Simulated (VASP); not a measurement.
# Cu in VASP: single point with PBE

Aim: the single point of Cu with PBE.

Program: VASP 6.6.1. These are calculated values, not measurements. Logs are shortened: lines on timing, memory, paths and dates and some standing lists are left out, and cuts for length are marked.

**1. The cell of the first run**

The cell holds a slab with vacuum, 16 atoms: a = 7.220 Å, b = 5.105 Å, c = 16.829 Å, α = 90.00°, β = 90.00°, γ = 90.00°.

**2. Single point, PBE**

Input file INCAR:

```
SYSTEM = Cu
  ALGO = Normal
  EDIFF = 1E-7
  ENCUT = 520
  GGA = PE
  ISIF = 2
  ISMEAR = -1
  LASPH = .True.
  LCHARG = .False.
  LREAL = Auto
  LWAVE = .False.
  NBANDS = 102
  NELM = 100
  PREC = Accurate
  SIGMA = 0.05
```

Input file KPOINTS:

```
k-points
0
Gamma
  2 3 1
  0 0 0
```

Input file POSCAR:

```
Cu
1.0
    7.2200000000      0.0000000000      0.0000000000
    0.0000000000      5.1053110000      0.0000000000
    0.0000000000      0.0000000000     16.8289830000
Cu
16
Direct
    0.2500000000      0.2499945645      0.0594212972
    0.7500000000      0.2499945645      0.0594212972
    0.2500000000      0.7500032809      0.0594212972
    0.7500000000      0.7500032809      0.0594212972
    0.0133795014      0.0637375470      0.1273576662
    0.4909972299      0.0260904772      0.1122765410
   -0.0048060942      0.5650586223      0.1394439581
    0.5133933518      0.5352073556      0.1291819001
    0.2377977839      0.2928518948      0.2130669453
    0.7520637119      0.3135166496      0.2201083690
    0.2310526316      0.7715102958      0.2139701490
    0.7298891967      0.8516425346      0.2213562162
    0.0140720222      0.0641097085      0.3013848193
    0.3265789474     -0.0243080196      0.3266091599
   -0.0127700831      0.5899150904      0.2746571198
    0.5071468144      0.5721296900      0.2865829741
```

Potentials or basis: VASP PAW PBE potentials, release 64 (Cu).

Run with:

```
$ cat potpaw_PBE.64/Cu/POTCAR > POTCAR
$ mpirun -np 1 vasp_std > vasp.out
```

OUTCAR:

```text
SYSTEM = Cu
   EDIFF = 1E-7
   ENCUT = 520
   GGA = PE
   ISIF = 2
   ISMEAR = -1
   LASPH = .True.
   LREAL = Auto
   NELM = 100
   PREC = Accurate

 ion  position               nearest neighbor table
   1  0.250  0.250  0.059-   6 2.26   5 2.26   3 2.55   3 2.55   9 2.60   8 2.67   7 2.79
   2  0.750  0.250  0.059-   6 2.37   5 2.41   8 2.53   4 2.55   4 2.55  10 2.72   7 2.74
   3  0.250  0.750  0.059-   6 2.41   7 2.47   8 2.49   1 2.55   1 2.55   5 2.61  11 2.61
   4  0.750  0.750  0.059-   8 2.35   7 2.42   6 2.50   2 2.55   2 2.55   5 2.74  12 2.78
   5  0.013  0.064  0.127-   1 2.26   2 2.41   9 2.46   7 2.56   7 2.57   3 2.61  11 2.61   4 2.74
                            10 2.76
   6  0.491  0.026  0.112-   1 2.26   2 2.37   3 2.41   4 2.50   8 2.53   8 2.62  12 2.67
   7  0.995  0.565  0.139-  15 2.28  11 2.36   4 2.42   3 2.47   9 2.56   5 2.56  10 2.56   5 2.57
                             2 2.74  12 2.78   1 2.79
   8  0.513  0.535  0.129-   4 2.35   3 2.49   6 2.53   2 2.53  10 2.57   6 2.62  16 2.66   1 2.67
                            12 2.73   9 2.74  11 2.77
   9  0.238  0.293  0.213-  11 2.44   5 2.46  13 2.49   7 2.56  15 2.58  14 2.59   1 2.60  11 2.66
                            16 2.71   8 2.74
  10  0.752  0.314  0.220-  12 2.36  15 2.39  16 2.47   7 2.56   8 2.57  13 2.66   2 2.72  12 2.75
                             5 2.76
  11  0.231  0.772  0.214-  15 2.24  14 2.27   7 2.36   9 2.44  16 2.55   3 2.61   5 2.61  13 2.62
                             9 2.66   8 2.77
  12  0.730  0.852  0.221-  10 2.36  16 2.41  15 2.46   6 2.67  13 2.68   8 2.73  10 2.75   7 2.78
                             4 2.78
  13  0.014  0.064  0.301-  14 2.34  15 2.47   9 2.49  11 2.62  10 2.66  12 2.68  15 2.73
  14  0.327  0.976  0.327-  11 2.27  13 2.34  16 2.53   9 2.59
  15  0.987  0.590  0.275-  11 2.24   7 2.28  10 2.39  12 2.46  13 2.47   9 2.58  13 2.73
  16  0.507  0.572  0.287-  12 2.41  10 2.47  14 2.53  11 2.55   8 2.66   9 2.71

  LATTYP: Found a simple orthorhombic cell.
 ALAT       =     5.1053110000
 B/A-ratio  =     1.4142135513
 C/A-ratio  =     3.2963678413

  Lattice vectors:

 A1 = (   0.0000000000,  -5.1053110000,   0.0000000000)
 A2 = (   7.2200000000,   0.0000000000,   0.0000000000)
 A3 = (   0.0000000000,   0.0000000000,  16.8289830000)

Analysis of symmetry for initial positions (statically):
=====================================================================
 Subroutine PRICEL returns:
 Original cell was already a primitive cell.

 Routine SETGRP: Setting up the symmetry group for a
 simple orthorhombic supercell.

 Subroutine GETGRP returns: Found  1 space group operations
 (whereof  1 operations were pure point group operations)
 out of a pool of  8 trial point group operations.

The static configuration has the point symmetry C_1 .

Analysis of symmetry for dynamics (positions and initial velocities):
[... 130 lines left out ...]
   NUPDOWN=      -1.0000    fix difference up-down
   EMIN   =  10.00;   EMAX   =-10.00  energy-range for DOS
   EFERMI =   0.00;   METHOD = LEGACY
   ISMEAR =    -1;   SIGMA  =   0.05  broadening in eV -4-tet -1-fermi 0-gaus
   EFERMI_NEDOS =   21; number of points for ismear=-14 and -15
   IALGO  =     38    algorithm
   IMIX   =      4    mixing-type and parameters
     AMIX     =   0.40;   BMIX     =  1.00
     AMIX_MAG =   1.60;   BMIX_MAG =  1.00
  volume/ion in A,a.u.               =      38.77       261.63
  Fermi-wavevector in a.u.,A,eV,Ry     =   1.075738  2.032851 15.744837  1.157213
  Thomas-Fermi vector in A             =   2.211603
   LORBIT       =      0    0 simple, 1 ext, 2 COOP (PROOUT), +10 PAW based schemes
   GGA     = PE    functional components
   LHFCALC =     F    Hartree Fock is set to
   AEXX    =    0.0000 exact exchange contribution
   IVDW    =     0    specifies the selected vdW correction
   LEPSILON=     F    determine dielectric tensor
   LRPA    =     F    only Hartree local field effects (RPA)
 non-spin polarized calculation
  energy-cutoff  :      520.00
  volume of cell :      620.32
 maximum number of plane-waves:     16767
 NGX is ok and might be reduce to    54
   NGX = 27   NGY = 19   NGZ = 63

 number of electron     175.9999976 magnetization

 Free energy of the ion-electron system (eV)
  ---------------------------------------------------
  ext. energy  EPLUGINS =         0.00000000
  ---------------------------------------------------
  free energy    TOTEN  =       -50.22112587 eV

  energy without entropy =      -50.16525648  energy(sigma->0) =      -50.19319117

 E-fermi :  -0.7126     XC(G=0):  -5.1430

 val. band max:       -0.8265363155   @ k =   0.5000   0.0000   0.0000
 cond. band min:      -0.6788223320   @ k =   0.0000   0.0000   0.0000
 fundamental gap:      0.1477139835
 Fermi energy:        -0.7126413274

 k-point     1 :       0.0000    0.0000    0.0000
  band No.  band energies     occupation
      1      -8.7137      2.00000
      2      -6.5564      2.00000
      3      -6.2062      2.00000
      4      -5.9757      2.00000
      5      -5.3227      2.00000
      6      -5.1573      2.00000
[... 401 lines left out ...]
     99       2.6925      0.00000
    100       2.7906      0.00000
 [bands above 100 left out]

------------------------ aborting loop because EDIFF is reached ----------------------------------------

  FORCE on cell =-STRESS in cart. coord.  units (eV):
  Direction    XX          YY          ZZ          XY          YZ          ZX
  --------------------------------------------------------------------------------------
  -------------------------------------------------------------------------------------
  Total       -2.0372564     -5.8158258      1.2492102      2.2022050     -1.8799803      0.2485661
  in kB       -5.2618564    -15.0212024      3.2264789      5.6878883     -4.8556415      0.6420003
  external PRESSURE =      -5.6855266 kB  Pullay stress =       0.0000000 kB

 VOLUME and BASIS-vectors are now :
 -----------------------------------------------------------------------------
  energy-cutoff  :      520.00
  volume of cell :      620.32
      direct lattice vectors                 reciprocal lattice vectors
     7.220000000  0.000000000  0.000000000     0.138504155  0.000000000  0.000000000
     0.000000000  5.105311000  0.000000000     0.000000000  0.195874453  0.000000000
     0.000000000  0.000000000 16.828983000     0.000000000  0.000000000  0.059421297

 POSITION                                       TOTAL-FORCE (eV/Angst)
 -----------------------------------------------------------------------------------
      1.80500      1.27630      1.00000        -0.035409      1.094197     -0.486460
      5.41500      1.27630      1.00000         0.256139      0.413975      0.138184
      1.80500      3.82900      1.00000        -0.245825      0.030428      0.090200
      5.41500      3.82900      1.00000         0.369675      0.540742     -0.146854
      0.09660      0.32540      2.14330        -1.093798     -0.804059      0.454432
      3.54500      0.13320      1.88950         0.655505     -0.259520      0.950280
[... 8 lines left out ...]
      7.12780      3.01170      4.62220        -0.635107     -0.595668      1.988411
      3.66160      2.92090      4.82290        -0.460673     -0.190837     -0.291498
 -----------------------------------------------------------------------------------
    total drift:                               -0.000878      0.002529     -0.002143

  FREE ENERGIE OF THE ION-ELECTRON SYSTEM (eV)
  ---------------------------------------------------
  free  energy   TOTEN  =       -50.2211258695 eV

  energy  without entropy=      -50.1652564793  energy(sigma->0) =      -50.19319117
```

OSZICAR:

```text
N       E                     dE             d eps       ncg     rms          rms(c)
DAV:   1     0.156760454349E+04    0.15676E+04   -0.73488E+04   816   0.201E+03
DAV:   2     0.117227581729E+03   -0.14504E+04   -0.14126E+04   816   0.437E+02
DAV:   3    -0.518531991736E+02   -0.16908E+03   -0.15622E+03   848   0.206E+02
[... 23 lines left out ...]
DAV:  27    -0.502211234934E+02   -0.96658E-05   -0.12409E-06   870   0.116E-02    0.604E-04
DAV:  28    -0.502211245660E+02   -0.10726E-05   -0.15636E-07   546   0.565E-03    0.810E-04
DAV:  29    -0.502211255069E+02   -0.94097E-06   -0.97147E-08   518   0.416E-03    0.646E-04
DAV:  30    -0.502211258031E+02   -0.29621E-06   -0.49342E-08   540   0.264E-03    0.216E-04
DAV:  31    -0.502211258695E+02   -0.66375E-07   -0.16823E-08   486   0.137E-03
   1 F= -.50221126E+02 E0= -.50193191E+02  d E =-.558694E-01
```

Run time: 10 min. Hardware: 1 thread of Intel Xeon Platinum 8375C at 2.90GHz (Ice Lake), shared host; peak memory 0.63 GiB.

Results:

| Item | Value |
| --- | --- |
| Free energy | -50.2211 eV |
| Largest force | 2.171 eV/Å |
| Band gap on the k mesh | zero (bands 88 and 89 overlap by 0.50 eV) |

Forces on the atoms (eV/Å):
```
Cu  -0.035  1.094 -0.486
Cu   0.256  0.414  0.138
Cu  -0.246  0.030  0.090
Cu   0.370  0.541 -0.147
Cu  -1.094 -0.804  0.454
Cu   0.656 -0.260  0.950
Cu  -0.445 -0.731 -1.606
Cu  -0.565 -0.504  0.407
Cu   0.700 -0.170  0.313
Cu  -0.173  0.155 -0.227
Cu   1.508  0.798 -0.915
Cu   0.050 -0.460 -0.279
Cu  -0.761  0.317 -0.732
Cu   0.876  0.365  0.343
Cu  -0.635 -0.596  1.988
Cu  -0.461 -0.191 -0.291
```

Caveat: the k points lie up to 0.44 Å⁻¹ apart; the atoms stand as in a frame of molecular dynamics.
